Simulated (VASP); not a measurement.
# BP (Fm-3m) in VASP: further runs, part 2 of 2

VASP 6.6.1. Earlier steps stand in the parts before.

## 5. Single point, LDA (volume scaled by 1.046 of the coarse rest volume)

The input, INCAR:

```
SYSTEM = BP
PREC = Accurate
ENCUT = 500
EDIFF = 1E-6
ISMEAR = -1
SIGMA = 0.15
LREAL = .False.
LASPH = .True.
NELM = 120
ALGO = Normal
ISIF = 2
LWAVE = .False.
LCHARG = .False.
GGA = CA
NBANDS = 11
GGA_COMPAT = .False.
```

The input, KPOINTS:

```
Automatic mesh
0
Gamma
  16 16 16
  0 0 0
```

The input, POSCAR:

```
BP
1.0
    0.0000000000      2.1585000000      2.1585000000
    2.1585000000      0.0000000000      2.1585000000
    2.1585000000      2.1585000000      0.0000000000
B P
1 1
Direct
    0.0000000000      0.0000000000      0.0000000000
    0.5000000000      0.5000000000      0.5000000000
```

Potentials or basis: VASP PAW LDA potentials, release 64 (B, P).

Command:

```console
cat potpaw_LDA.64/B/POTCAR potpaw_LDA.64/P/POTCAR > POTCAR
mpirun -np 1 vasp_std > vasp.out
```

OUTCAR:

```text
SYSTEM = BP
   PREC = Accurate
   ENCUT = 500
   EDIFF = 1E-6
   ISMEAR = -1
   LREAL = .False.
   LASPH = .True.
   NELM = 120
   ISIF = 2
   GGA = CA

 ion  position               nearest neighbor table
   1  0.000  0.000  0.000-   2 2.16   2 2.16   2 2.16   2 2.16   2 2.16   2 2.16
   2  0.500  0.500  0.500-   1 2.16   1 2.16   1 2.16   1 2.16   1 2.16   1 2.16

  LATTYP: Found a face centered cubic cell.
 ALAT       =     4.3170000000

  Lattice vectors:

 A1 = (   0.0000000000,   2.1585000000,   2.1585000000)
 A2 = (   2.1585000000,   0.0000000000,   2.1585000000)
 A3 = (   2.1585000000,   2.1585000000,   0.0000000000)

Analysis of symmetry for initial positions (statically):
=====================================================================
 Subroutine PRICEL returns:
 Original cell was already a primitive cell.

 Routine SETGRP: Setting up the symmetry group for a
 face centered cubic supercell.

 Subroutine GETGRP returns: Found 48 space group operations
 (whereof 48 operations were pure point group operations)
 out of a pool of 48 trial point group operations.

The static configuration has the point symmetry O_h .

Analysis of symmetry for dynamics (positions and initial velocities):
=====================================================================
 Subroutine PRICEL returns:
 Original cell was already a primitive cell.

 Routine SETGRP: Setting up the symmetry group for a
 face centered cubic supercell.

 Subroutine GETGRP returns: Found 48 space group operations
 (whereof 48 operations were pure point group operations)
 out of a pool of 48 trial point group operations.

The dynamic configuration has the point symmetry O_h .

 Subroutine INISYM returns: Found 48 space group operations
 (whereof 48 operations are pure point group operations),
 and found     1 'primitive' translations

----------------------------------------------------------------------------------------

                                     Primitive cell

  volume of cell :      20.1134

  direct lattice vectors                    reciprocal lattice vectors
     0.000000000  2.158500000  2.158500000    -0.231642344  0.231642344  0.231642344
     2.158500000  0.000000000  2.158500000     0.231642344 -0.231642344  0.231642344
     2.158500000  2.158500000  0.000000000     0.231642344  0.231642344 -0.231642344

  length of vectors
     3.052579974  3.052579974  3.052579974     0.401216309  0.401216309  0.401216309

  position of ions in fractional coordinates (direct lattice)
     0.000000000  0.000000000  0.000000000
     0.500000000  0.500000000  0.500000000

  ion indices of the primitive-cell ions
   primitive index   ion index
                 1           1
                 2           2

----------------------------------------------------------------------------------------

 KPOINTS: Automatic mesh

Automatic generation of k-mesh.
 Grid dimensions read from file:
 generate k-points for:   16   16   16

 Generating k-lattice:

  Cartesian coordinates                     Fractional coordinates (reciprocal lattice)
    -0.014477647  0.014477647  0.014477647     0.062500000  0.000000000  0.000000000
     0.014477647 -0.014477647  0.014477647     0.000000000  0.062500000  0.000000000
     0.014477647  0.014477647 -0.014477647     0.000000000  0.000000000  0.062500000

  Length of vectors
     0.025076019  0.025076019  0.025076019

  Shift w.r.t. Gamma in fractional coordinates (k-lattice)
     0.000000000  0.000000000  0.000000000

 Subroutine IBZKPT returns following result:
 ===========================================

 Found    145 irreducible k-points:

 Following reciprocal coordinates:
            Coordinates               Weight
  0.000000  0.000000  0.000000      1.000000
  0.062500  0.000000  0.000000      8.000000
  0.125000  0.000000  0.000000      8.000000
  0.187500  0.000000  0.000000      8.000000
  0.250000  0.000000  0.000000      8.000000
  0.312500  0.000000  0.000000      8.000000
[... 16 lines left out ...]
 -0.125000  0.062500  0.000000     24.000000
 -0.062500  0.062500  0.000000     12.000000
 [... further k-points ...]
   k-points           NKPTS =    145   k-points in BZ     NKDIM =    145   number of bands    NBANDS=     11
   number of dos      NEDOS =    301   number of ions     NIONS =      2
   total plane-waves  NPLWV =  13824
   dimension x,y,z NGX =    24 NGY =   24 NGZ =   24
   dimension x,y,z NGXF=    48 NGYF=   48 NGZF=   48
   ions per type =               1   1
   NGX,Y,Z   is equivalent  to a cutoff of  13.07, 13.07, 13.07 a.u.
   NGXF,Y,Z  is equivalent  to a cutoff of  26.14, 26.14, 26.14 a.u.
 SYSTEM =  BP
   PREC   = accura    normal or accurate (medium, high low for compatibility)
   ISTART =      0    job   : 0-new  1-cont  2-samecut
   ICHARG =      2    charge: 1-file 2-atom 10-const
   ISPIN  =      1    spin polarized calculation?
   LNONCOLLINEAR =      F non collinear calculations
   LSORBIT =      F    spin-orbit coupling
   LASPH  =      T    aspherical Exc in radial PAW
   ENCUT  =  500.0 eV  36.75 Ry    6.06 a.u.   5.57  5.57  5.57*2*pi/ulx,y,z
   NELM   =    120;   NELMIN=  2; NELMDL= -5     # of ELM steps
   EDIFF  = 0.1E-05   stopping-criterion for ELM
   LREAL  =      F    real-space projection
   EDIFFG = 0.1E-04   stopping-criterion for IOM
   NSW    =      0    number of steps for IOM
   IBRION =     -1    ionic relax: 0-MD 1-quasi-New 2-CG
   NFREE  =      0    steps in history (QN), initial steepest desc. (CG)
   ISIF   =      2    stress and relaxation
   ISYM   =      2    0-nonsym 1-usesym 2-fastsym
   POTIM  = 0.5000    time-step for ionic-motion
   TEBEG  =    0.0;   TEEND  =   0.0 temperature during run
   PSTRESS=    0.0 pullay stress
   NELECT =       8.0000    total number of electrons
   NUPDOWN=      -1.0000    fix difference up-down
   EMIN   =  10.00;   EMAX   =-10.00  energy-range for DOS
   EFERMI =   0.00;   METHOD = LEGACY
   ISMEAR =    -1;   SIGMA  =   0.15  broadening in eV -4-tet -1-fermi 0-gaus
   EFERMI_NEDOS =   21; number of points for ismear=-14 and -15
   IALGO  =     38    algorithm
   IMIX   =      4    mixing-type and parameters
     AMIX     =   0.40;   BMIX     =  1.00
     AMIX_MAG =   1.60;   BMIX_MAG =  1.00
  volume/ion in A,a.u.               =      10.06        67.87
  Fermi-wavevector in a.u.,A,eV,Ry     =   1.203953  2.275141 19.721675  1.449502
  Thomas-Fermi vector in A             =   2.339692
   LORBIT       =      0    0 simple, 1 ext, 2 COOP (PROOUT), +10 PAW based schemes
   GGA     = CA    functional components
   LHFCALC =     F    Hartree Fock is set to
   AEXX    =    0.0000 exact exchange contribution
   IVDW    =     0    specifies the selected vdW correction
   LEPSILON=     F    determine dielectric tensor
   LRPA    =     F    only Hartree local field effects (RPA)
 non-spin polarized calculation
  energy-cutoff  :      500.00
  volume of cell :       20.11
 maximum number of plane-waves:       531
 NGX is ok and might be reduce to    24
   NGX = 11   NGY = 11   NGZ = 11

 number of electron       7.9999999 magnetization

 Free energy of the ion-electron system (eV)
  ---------------------------------------------------
  ext. energy  EPLUGINS =         0.00000000
  ---------------------------------------------------
  free energy    TOTEN  =       -12.37414857 eV

  energy without entropy =      -12.32185297  energy(sigma->0) =      -12.34800077

 E-fermi :   9.7424     XC(G=0): -12.0156

 val. band max:        9.7320151207   @ k =   0.0000   0.0000   0.0000
 cond. band min:       9.7486059219   @ k =   0.5000   0.3125   0.0625
 fundamental gap:      0.0165908012
 Fermi energy:         9.7423635925

 k-point     1 :       0.0000    0.0000    0.0000
  band No.  band energies     occupation
      1      -7.1033      2.00000
      2       9.7320      1.03448
      3       9.7320      1.03448
      4       9.7320      1.03448
      5      16.3100      0.00000
      6      17.7043      0.00000
      7      17.7043      0.00000
      8      17.7043      0.00000
      9      18.2639      0.00000
     10      18.2639      0.00000
     11      18.2639      0.00000
[... 309 lines left out ...]
 k-point    24 :      -0.0625    0.0625    0.0000
  band No.  band energies     occupation
      1      -6.8821      2.00000
      2       8.6816      1.99830
      3       9.1163      1.96967
      4       9.9473      0.40648
      5      16.2725      0.00000
      6      16.4660      0.00000
      7      17.4197      0.00000
      8      17.6004      0.00000
      9      17.9418      0.00000
     10      18.4386      0.00000
     11      18.8556      0.00000

 [... further k-points ...]
[... 5 lines left out ...]
  --------------------------------------------------------------------------------------
  -------------------------------------------------------------------------------------
  Total       -0.7369192     -0.7369192     -0.7369192     -0.0000000      0.0000000     -0.0000000
  in kB      -58.7008358    -58.7008358    -58.7008358     -0.0000000      0.0000000     -0.0000000
  external PRESSURE =     -58.7008358 kB  Pullay stress =       0.0000000 kB

 VOLUME and BASIS-vectors are now :
 -----------------------------------------------------------------------------
  energy-cutoff  :      500.00
  volume of cell :       20.11
      direct lattice vectors                 reciprocal lattice vectors
     0.000000000  2.158500000  2.158500000    -0.231642344  0.231642344  0.231642344
     2.158500000  0.000000000  2.158500000     0.231642344 -0.231642344  0.231642344
     2.158500000  2.158500000  0.000000000     0.231642344  0.231642344 -0.231642344

 POSITION                                       TOTAL-FORCE (eV/Angst)
 -----------------------------------------------------------------------------------
      0.00000      0.00000      0.00000        -0.000000      0.000000      0.000000
      2.15850      2.15850      2.15850         0.000000      0.000000      0.000000
 -----------------------------------------------------------------------------------
    total drift:                                0.000000     -0.000000     -0.000000

  FREE ENERGIE OF THE ION-ELECTRON SYSTEM (eV)
  ---------------------------------------------------
  free  energy   TOTEN  =       -12.3741485705 eV

  energy  without entropy=      -12.3218529689  energy(sigma->0) =      -12.34800077
```

Wall time 16 s (1 thread of Intel Xeon Platinum 8175M at 2.50GHz (Skylake/Cascade Lake), shared host); peak memory 0.14 GiB.

Results:

```
Free energy            : -12.3741 eV
Pressure               : -5.9 GPa
Band gap on the k mesh : zero (band 4 reaches 11.05 eV, above the bottom of band 5 at 7.04 eV)
```

Caveat: the cell differs from its parent crystal (volume scaled by 1.046 of the coarse rest volume).

## 6. Single point, LDA (volume scaled by 0.888 of the coarse rest volume)

The input, INCAR:

```
SYSTEM = BP
ALGO = Normal ; EDIFF = 1E-6
ENCUT = 500 ; GGA = CA
GGA_COMPAT = .False. ; ISIF = 2
ISMEAR = -1 ; LASPH = .True.
LCHARG = .False. ; LREAL = .False.
LWAVE = .False. ; NBANDS = 11
NELM = 120 ; PREC = Accurate
SIGMA = 0.15
```

The input, KPOINTS:

```
k-points
0
Gamma
  18 18 18
  0 0 0
```

The input, POSCAR:

```
BP
1.0
    0.0000000000      2.0439000000      2.0439000000
    2.0439000000      0.0000000000      2.0439000000
    2.0439000000      2.0439000000      0.0000000000
B P
1 1
Direct
    0.0000000000      0.0000000000      0.0000000000
    0.5000000000      0.5000000000      0.5000000000
```

Potentials or basis: VASP PAW LDA potentials, release 64 (B, P).

Command:

```console
cat potpaw_LDA.64/B/POTCAR potpaw_LDA.64/P/POTCAR > POTCAR
mpirun -np 1 vasp_std > vasp.out
```

Wall time 20 s (1 thread of Intel Xeon Platinum 8175M at 2.50GHz (Skylake/Cascade Lake), shared host); peak memory 0.15 GiB.

Results (log left out):

```yaml
Free_energy: -12.1999 eV
Pressure: 28.2 GPa
Band_gap_on_the_k_mesh: zero (band 4 reaches 13.57 eV, above the bottom of band 5 at 9.96 eV)
```

Levels at points of the mesh, in eV from the Fermi level:
```tsv
k point	band 2	band 3	band 4	band 5	band 6	band 7
(0.00, 0.00, 0.00)	-0.01	-0.01	-0.01	7.75	7.75	7.75
(0.50, 0.00, 0.00)	-11.96	0.19	0.19	1.36	1.36	6.02
(0.50, 0.50, 0.00)	-10.62	-5.02	-5.02	-2.28	1.70	13.86
```

Caveat: the cell differs from its parent crystal (volume scaled by 0.888 of the coarse rest volume).

## 7. Single point, LDA

This run uses another cell than the first one, of 10.06 Å³/atom, 0.827 times its volume.

The input, INCAR:

```
PREC = Accurate
ENCUT = 500
EDIFF = 1E-6
ISMEAR = -1
SIGMA = 0.15
LREAL = False
LASPH = True
NELM = 120
ALGO = Normal
ISIF = 2
LWAVE = False
LCHARG = False
GGA = CA
ISYM = 0
NBANDS = 11
GGA_COMPAT = False
```

The input, KPOINTS:

```
Automatic mesh
0
Gamma
  16 16 16
  0.5 0.5 0.5
```

The input, POSCAR:

```
BP
1.0
    0.0000000000      2.1585000000      2.1585000000
    2.1585000000      0.0000000000      2.1585000000
    2.1585000000      2.1585000000      0.0000000000
B P
1 1
Direct
    0.0000000000      0.0000000000      0.0000000000
    0.5000000000      0.5000000000      0.5000000000
```

Command:

```console
cat potpaw_LDA.64/B/POTCAR potpaw_LDA.64/P/POTCAR > POTCAR
mpirun -np 1 vasp_std > vasp.out
```

Wall time 14 min (1 thread of Intel Xeon Platinum 8175M at 2.50GHz (Skylake/Cascade Lake), shared host); peak memory 1.6 GiB.

It converged, with:

- Free energy: -12.3730 eV
- Pressure: -5.8 GPa
- Band gap on the k mesh: zero (band 4 reaches 11.23 eV, above the bottom of band 5 at 7.22 eV)

Levels at points of the mesh, in eV from the Fermi level:
| k point | band 2 | band 3 | band 4 | band 5 | band 6 | band 7 |
| --- | --- | --- | --- | --- | --- | --- |
| (0.03, 0.03, 0.03) | -0.15 | -0.02 | -0.02 | 6.61 | 7.97 | 8.01 |

## 8. The runs side by side

| cell | k mesh | smearing | gap on the mesh (eV) | pressure (GPa) |
| --- | --- | --- | --- | --- |
| a = 3.253 Å, angles 60.0°, 2 atoms | 6 × 6 × 6 | gaussian 0.05 eV | none | -25.5 |
| a = 3.020 Å, angles 60.0°, 2 atoms | 8 × 8 × 8 | gaussian 0.05 eV | none | -2.1 |
| a = 3.007 Å, angles 60.0°, 2 atoms | 8 × 8 × 8 | gaussian 0.05 eV | none | 0.0 |
| a = 3.053 Å, angles 60.0°, 2 atoms | 16 × 16 × 16 | fermi-dirac 0.15 eV | none | -5.9 |
| a = 2.891 Å, angles 60.0°, 2 atoms | 18 × 18 × 18 | fermi-dirac 0.15 eV | none | 28.2 |
| a = 3.053 Å, angles 60.0°, 2 atoms | 16 × 16 × 16, shifted | fermi-dirac 0.15 eV | none | -5.8 |

Alike in all rows: task single point; level LDA; potentials or basis VASP PAW LDA potentials, release 64 (B, P); no spin polarisation; cutoff (eV) 500.

Caveats: some runs use coarse meshes.

Absolute energies hang on the potentials; compare differences alone.
